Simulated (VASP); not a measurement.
# Bi2Se3 in VASP: a series of runs

Bi2Se3 is run at these levels: LDA; tasks: single point.

Everything below comes from runs of VASP 6.6.1. Logs are shortened: lines on timing, memory, paths and dates and some standing lists are left out, and cuts for length are marked.

## 1. The cell of the first run

The cell holds a slab with vacuum, 10 atoms: a = 4.104 Å, b = 4.104 Å, c = 31.237 Å, α = 90.00°, β = 90.00°, γ = 120.00°.

## 2. Single point, LDA

Contents of INCAR:

```
SYSTEM = Bi2Se3
PREC = Accurate
ENCUT = 520
EDIFF = 1E-7
ISMEAR = 0
SIGMA = 0.1
LREAL = .FALSE.
LASPH = .TRUE.
NELM = 60
ALGO = Normal
ISIF = 2
LWAVE = .FALSE.
LCHARG = .FALSE.
LDIPOL = .TRUE.
IDIPOL = 3
DIPOL = 0.5 0.5 0.500
GGA = CA
NBANDS = 59
```

Contents of KPOINTS:

```
regular mesh
0
G
  9 9 1
  0 0 0
```

Contents of POSCAR:

```
Bi2Se3
1.0
    4.1035372200      0.0000000000      0.0000000000
   -2.0517686100      3.5537674779      0.0000000000
    0.0000000000      0.0000000000     31.2368028829
Se Bi
6 4
Direct
    0.0000000000      0.0000000000      0.2401013967
    0.6666666667      0.3333333333      0.3509285892
    0.3333333333      0.6666666667      0.4617557818
    0.6666666667      0.3333333333      0.5382442182
    0.3333333333      0.6666666667      0.6490714108
    0.0000000000      0.0000000000      0.7598986033
    0.3333333333      0.6666666667      0.2901729416
    0.0000000000      0.0000000000      0.4116842369
    0.0000000000      0.0000000000      0.5883157631
    0.6666666667      0.3333333333      0.7098270584
```

Potentials or basis: VASP PAW LDA potentials, release 64 (Se, Bi_d).

Command:

```console
cat potpaw_LDA.64/Se/POTCAR potpaw_LDA.64/Bi_d/POTCAR > POTCAR
mpirun -np 1 vasp_std > vasp.out
```

OUTCAR:

```text
SYSTEM = Bi2Se3
   PREC = Accurate
   ENCUT = 520
   EDIFF = 1E-7
   ISMEAR = 0
   LREAL = .FALSE.
   LASPH = .TRUE.
   NELM = 60
   ISIF = 2
   GGA = CA

 ion  position               nearest neighbor table
   1  0.000  0.000  0.240-   7 2.84   7 2.84   7 2.84
   2  0.667  0.333  0.351-   7 3.04   7 3.04   7 3.04   8 3.04   8 3.04   8 3.04
   3  0.333  0.667  0.462-   8 2.84   8 2.84   8 2.84
   4  0.667  0.333  0.538-   9 2.84   9 2.84   9 2.84
   5  0.333  0.667  0.649-  10 3.04  10 3.04  10 3.04   9 3.04   9 3.04   9 3.04
   6  0.000  0.000  0.760-  10 2.84  10 2.84  10 2.84
   7  0.333  0.667  0.290-   1 2.84   1 2.84   1 2.84   2 3.04   2 3.04   2 3.04
   8  0.000  0.000  0.412-   3 2.84   3 2.84   3 2.84   2 3.04   2 3.04   2 3.04
   9  0.000  0.000  0.588-   4 2.84   4 2.84   4 2.84   5 3.04   5 3.04   5 3.04
  10  0.667  0.333  0.710-   6 2.84   6 2.84   6 2.84   5 3.04   5 3.04   5 3.04

  LATTYP: Found a hexagonal cell.
 ALAT       =     4.1035372200
 C/A-ratio  =     7.6121651171

  Lattice vectors:

 A1 = (   4.1035372200,   0.0000000000,   0.0000000000)
 A2 = (  -2.0517686100,   3.5537674779,   0.0000000000)
 A3 = (   0.0000000000,   0.0000000000,  31.2368028829)

Analysis of symmetry for initial positions (statically):
=====================================================================
 Subroutine PRICEL returns:
 Original cell was already a primitive cell.

 Routine SETGRP: Setting up the symmetry group for a
 hexagonal supercell.

 Subroutine GETGRP returns: Found 12 space group operations
 (whereof 12 operations were pure point group operations)
 out of a pool of 24 trial point group operations.

The static configuration has the point symmetry D_3d.

Analysis of symmetry for dynamics (positions and initial velocities):
=====================================================================
 Subroutine PRICEL returns:
 Original cell was already a primitive cell.

 Routine SETGRP: Setting up the symmetry group for a
 hexagonal supercell.

 Subroutine GETGRP returns: Found 12 space group operations
 (whereof 12 operations were pure point group operations)
 out of a pool of 24 trial point group operations.

The dynamic configuration has the point symmetry D_3d.

 Subroutine INISYM returns: Found 12 space group operations
 (whereof 12 operations are pure point group operations),
 and found     1 'primitive' translations

----------------------------------------------------------------------------------------

                                     Primitive cell

  volume of cell :     455.5268

  direct lattice vectors                    reciprocal lattice vectors
     4.103537220  0.000000000  0.000000000     0.243692197  0.140695755  0.000000000
    -2.051768610  3.553767478  0.000000000     0.000000000  0.281391511  0.000000000
     0.000000000  0.000000000 31.236802883     0.000000000  0.000000000  0.032013520

  length of vectors
     4.103537220  4.103537220 31.236802883     0.281391511  0.281391511  0.032013520

  position of ions in fractional coordinates (direct lattice)
     0.000000000  0.000000000  0.240101397
     0.666666667  0.333333333  0.350928589
     0.333333333  0.666666667  0.461755782
     0.666666667  0.333333333  0.538244218
     0.333333333  0.666666667  0.649071411
     0.000000000  0.000000000  0.759898603
     0.333333333  0.666666667  0.290172942
     0.000000000  0.000000000  0.411684237
     0.000000000  0.000000000  0.588315763
     0.666666667  0.333333333  0.709827058

  ion indices of the primitive-cell ions
   primitive index   ion index
                 1           1
                 2           2
                 3           3
                 4           4
                 5           5
                 6           6
                 7           7
                 8           8
                 9           9
                10          10

----------------------------------------------------------------------------------------

 KPOINTS: regular mesh

Automatic generation of k-mesh.
 Grid dimensions read from file:
 generate k-points for:    9    9    1

 Generating k-lattice:

  Cartesian coordinates                     Fractional coordinates (reciprocal lattice)
     0.027076911  0.015632862  0.000000000     0.111111111  0.000000000  0.000000000
     0.000000000  0.031265723  0.000000000     0.000000000  0.111111111  0.000000000
     0.000000000  0.000000000  0.032013520     0.000000000  0.000000000  1.000000000

  Length of vectors
     0.031265723  0.031265723  0.032013520

  Shift w.r.t. Gamma in fractional coordinates (k-lattice)
     0.000000000  0.000000000  0.000000000

 Subroutine IBZKPT returns following result:
 ===========================================

 Found     12 irreducible k-points:

 Following reciprocal coordinates:
            Coordinates               Weight
  0.000000  0.000000  0.000000      1.000000
  0.111111  0.000000  0.000000      6.000000
  0.222222 -0.000000  0.000000      6.000000
  0.333333  0.000000  0.000000      6.000000
  0.444444 -0.000000  0.000000      6.000000
  0.111111  0.111111  0.000000      6.000000
  0.222222  0.111111  0.000000     12.000000
  0.333333  0.111111  0.000000     12.000000
  0.444444  0.111111  0.000000      6.000000
  0.222222  0.222222  0.000000      6.000000
  0.333333  0.222222  0.000000     12.000000
  0.333333  0.333333  0.000000      2.000000
   k-points           NKPTS =     12   k-points in BZ     NKDIM =     12   number of bands    NBANDS=     59
   number of dos      NEDOS =    301   number of ions     NIONS =     10
   total plane-waves  NPLWV = 245760
   dimension x,y,z NGX =    32 NGY =   32 NGZ =  240
   dimension x,y,z NGXF=    64 NGYF=   64 NGZF=  480
   ions per type =               6   4
   NGX,Y,Z   is equivalent  to a cutoff of  12.96, 12.96, 12.77 a.u.
   NGXF,Y,Z  is equivalent  to a cutoff of  25.93, 25.93, 25.55 a.u.
 SYSTEM =  Bi2Se3
   PREC   = accura    normal or accurate (medium, high low for compatibility)
   ISTART =      0    job   : 0-new  1-cont  2-samecut
   ICHARG =      2    charge: 1-file 2-atom 10-const
   ISPIN  =      1    spin polarized calculation?
   LNONCOLLINEAR =      F non collinear calculations
   LSORBIT =      F    spin-orbit coupling
   LASPH  =      T    aspherical Exc in radial PAW
   ENCUT  =  520.0 eV  38.22 Ry    6.18 a.u.   7.63  7.63 58.08*2*pi/ulx,y,z
   NELM   =     60;   NELMIN=  2; NELMDL= -5     # of ELM steps
   EDIFF  = 0.1E-06   stopping-criterion for ELM
   LREAL  =      F    real-space projection
   EDIFFG = 0.1E-05   stopping-criterion for IOM
   NSW    =      0    number of steps for IOM
   IBRION =     -1    ionic relax: 0-MD 1-quasi-New 2-CG
   NFREE  =      0    steps in history (QN), initial steepest desc. (CG)
   ISIF   =      2    stress and relaxation
   ISYM   =      2    0-nonsym 1-usesym 2-fastsym
   POTIM  = 0.5000    time-step for ionic-motion
   TEBEG  =    0.0;   TEEND  =   0.0 temperature during run
   PSTRESS=    0.0 pullay stress
   NELECT =      96.0000    total number of electrons
   NUPDOWN=      -1.0000    fix difference up-down
   EMIN   =  10.00;   EMAX   =-10.00  energy-range for DOS
   EFERMI =   0.00;   METHOD = LEGACY
   ISMEAR =     0;   SIGMA  =   0.10  broadening in eV -4-tet -1-fermi 0-gaus
   EFERMI_NEDOS =   21; number of points for ismear=-14 and -15
   IALGO  =     38    algorithm
   IMIX   =      4    mixing-type and parameters
     AMIX     =   0.40;   BMIX     =  1.00
     AMIX_MAG =   1.60;   BMIX_MAG =  1.00
  volume/ion in A,a.u.               =      45.55       307.40
  Fermi-wavevector in a.u.,A,eV,Ry     =   0.974228  1.841024 12.913563  0.949120
  Thomas-Fermi vector in A             =   2.104671
   LORBIT       =      0    0 simple, 1 ext, 2 COOP (PROOUT), +10 PAW based schemes
   GGA     = CA    functional components
   LHFCALC =     F    Hartree Fock is set to
   AEXX    =    0.0000 exact exchange contribution
   IVDW    =     0    specifies the selected vdW correction
   LEPSILON=     F    determine dielectric tensor
   LRPA    =     F    only Hartree local field effects (RPA)
 non-spin polarized calculation
 Gauss-broadening in eV      SIGMA  =   0.10
  energy-cutoff  :      520.00
  volume of cell :      455.53
 maximum number of plane-waves:     12327
 NGX is ok and might be reduce to    32
   NGX = 15   NGY = 15   NGZ =117

 dipolmoment           0.000000      0.000000     -0.000000 electrons x Angstroem

 number of electron      96.0000008 magnetization

 dipolmoment           0.000000      0.000000      0.000000 electrons x Angstroem

 Free energy of the ion-electron system (eV)
  ---------------------------------------------------
  ext. energy  EPLUGINS =         0.00000000
  ---------------------------------------------------
  free energy    TOTEN  =       -46.60775915 eV

  energy without entropy =      -46.60773914  energy(sigma->0) =      -46.60774915

 E-fermi :   0.8705     XC(G=0):  -6.3546

 val. band max:        0.6643814314   @ k =   0.0000   0.0000   0.0000
 cond. band min:       1.0765343972   @ k =   0.0000   0.0000   0.0000
 fundamental gap:      0.4121529659
 Fermi energy:         0.8705139454

 k-point     1 :       0.0000    0.0000    0.0000
  band No.  band energies     occupation
      1     -22.1447      2.00000
      2     -22.1447      2.00000
      3     -22.1447      2.00000
      4     -22.1447      2.00000
      5     -22.1362      2.00000
      6     -22.1362      2.00000
[... 51 lines left out ...]
     58       3.3941      0.00000
     59       3.6056      0.00000

 k-point     2 :       0.1111    0.0000    0.0000
  band No.  band energies     occupation
      1     -22.1469      2.00000
      2     -22.1469      2.00000
      3     -22.1417      2.00000
      4     -22.1417      2.00000
      5     -22.1381      2.00000
      6     -22.1381      2.00000
[... 616 lines left out ...]
      3     -22.1460      2.00000
      4     -22.1460      2.00000
      5     -22.1431      2.00000
      6     -22.1431      2.00000
[... 51 lines left out ...]
     58       5.3627      0.00000
     59       5.3686      0.00000

------------------------ aborting loop because EDIFF is reached ----------------------------------------

 vacuum level on the upper side and lower side of the slab       (xc-potential included)        -0.007        -0.007

  FORCE on cell =-STRESS in cart. coord.  units (eV):
  Direction    XX          YY          ZZ          XY          YZ          ZX
  --------------------------------------------------------------------------------------
  -------------------------------------------------------------------------------------
  Total       -0.5116941     -0.5116941     -0.2096653      0.0000000     -0.0000000      0.0000000
  in kB       -1.7997287     -1.7997287     -0.7374340      0.0000000     -0.0000000      0.0000000
  external PRESSURE =      -1.4456305 kB  Pullay stress =       0.0000000 kB

 VOLUME and BASIS-vectors are now :
 -----------------------------------------------------------------------------
  energy-cutoff  :      520.00
  volume of cell :      455.53
      direct lattice vectors                 reciprocal lattice vectors
     4.103537220  0.000000000  0.000000000     0.243692197  0.140695755  0.000000000
    -2.051768610  3.553767478  0.000000000     0.000000000  0.281391511  0.000000000
     0.000000000  0.000000000 31.236802883     0.000000000  0.000000000  0.032013520

 POSITION                                       TOTAL-FORCE (eV/Angst)
 -----------------------------------------------------------------------------------
      0.00000      0.00000      7.50000        -0.000000      0.000000      0.126612
      2.05177      1.18459     10.96189         0.000000      0.000000      0.005942
     -0.00000      2.36918     14.42377         0.000000      0.000000      0.038123
      2.05177      1.18459     16.81303        -0.000000      0.000000     -0.038123
     -0.00000      2.36918     20.27492        -0.000000      0.000000     -0.005942
      0.00000      0.00000     23.73680        -0.000000      0.000000     -0.126612
     -0.00000      2.36918      9.06407         0.000000      0.000000     -0.147250
      0.00000      0.00000     12.85970         0.000000      0.000000     -0.024243
      0.00000      0.00000     18.37710        -0.000000     -0.000000      0.024243
      2.05177      1.18459     22.17273        -0.000000     -0.000000      0.147250
 -----------------------------------------------------------------------------------
    total drift:                                0.000000      0.000000      0.000000

  FREE ENERGIE OF THE ION-ELECTRON SYSTEM (eV)
  ---------------------------------------------------
  free  energy   TOTEN  =       -46.6077591523 eV

  energy  without entropy=      -46.6077391379  energy(sigma->0) =      -46.60774915

 vacuum level on the upper side and lower side of the slab         6.510         6.510
```

It took 14 min on 1 thread of Intel Xeon Platinum 8259CL at 2.50GHz (Skylake/Cascade Lake), shared host; peak memory 0.55 GiB.

Results:

| Item | Value |
| --- | --- |
| Free energy | -46.6078 eV |
| Largest force | 0.147 eV/Å |
| Band gap on the k mesh | 0.41 eV |

Forces in eV/Å, atoms in the order of the input:
```
Se   0.000  0.000  0.127
Se   0.000  0.000  0.006
Se   0.000  0.000  0.038
Se   0.000  0.000 -0.038
Se   0.000  0.000 -0.006
Se   0.000  0.000 -0.127
Bi   0.000  0.000 -0.147
Bi   0.000  0.000 -0.024
Bi   0.000  0.000  0.024
Bi   0.000  0.000  0.147
```

Caveat: spin-orbit coupling is left out, which moves the levels of the heavy elements.

## 3. Single point, LDA

Contents of INCAR:

```
PREC = Accurate
ENCUT = 520
EDIFF = 1E-7
ISMEAR = 0
SIGMA = 0.1
LREAL = F
LASPH = T
NELM = 100
ALGO = Normal
ISIF = 2
LWAVE = F
LCHARG = F
LDIPOL = T
IDIPOL = 3
DIPOL = 0.5 0.5 0.500
GGA = CA
NBANDS = 59
```

Contents of KPOINTS:

```
Automatic mesh
0
Gamma
  9 9 1
```

Contents of POSCAR:

```
Bi2Se3
1.0
    4.1035372200      0.0000000000      0.0000000000
   -2.0517686100      3.5537674779      0.0000000000
    0.0000000000      0.0000000000     31.2368028829
Se Bi
6 4
Direct
    0.0000000000      0.0000000000      0.2408064512
    0.6666666667      0.3333333333      0.3509780622
    0.3333333333      0.6666666667      0.4618106460
    0.6666666667      0.3333333333      0.5381890857
    0.3333333333      0.6666666667      0.6490233490
    0.0000000000      0.0000000000      0.7591938277
    0.3333333333      0.6666666667      0.2901103415
    0.0000000000      0.0000000000      0.4117032899
    0.0000000000      0.0000000000      0.5882956206
    0.6666666667      0.3333333333      0.7098893262
```

Potentials or basis: VASP PAW LDA potentials, release 64 (Se, Bi_d).

Command:

```console
cat potpaw_LDA.64/Se/POTCAR potpaw_LDA.64/Bi_d/POTCAR > POTCAR
mpirun -np 1 vasp_std > vasp.out
```

Run time: 14 min. Hardware: 1 thread of Intel Xeon Platinum 8259CL at 2.50GHz (Skylake/Cascade Lake), shared host; peak memory 0.54 GiB.

Results (log left out):

```yaml
Free_energy: -46.6103 eV
Largest_force: 0.035 eV/Å
Band_gap_on_the_k_mesh: 0.41 eV
```

Forces in eV/Å, atoms in the order of the input:
```
Se   0.000  0.000 -0.031
Se   0.000  0.000  0.002
Se   0.000  0.000  0.035
Se   0.000  0.000 -0.035
Se   0.000  0.000 -0.002
Se   0.000  0.000  0.031
Bi   0.000  0.000  0.012
Bi   0.000  0.000 -0.021
Bi   0.000  0.000  0.021
Bi   0.000  0.000 -0.012
```

Levels at points of the mesh, in eV from the valence-band top:
```tsv
k point	band 46	band 47	band 48	band 49	band 50	band 51
(0.00, 0.00, 0.00)	-0.92	-0.85	0.00	0.41	0.83	1.65
```

Caveat: spin-orbit coupling is left out, which moves the levels of the heavy elements.
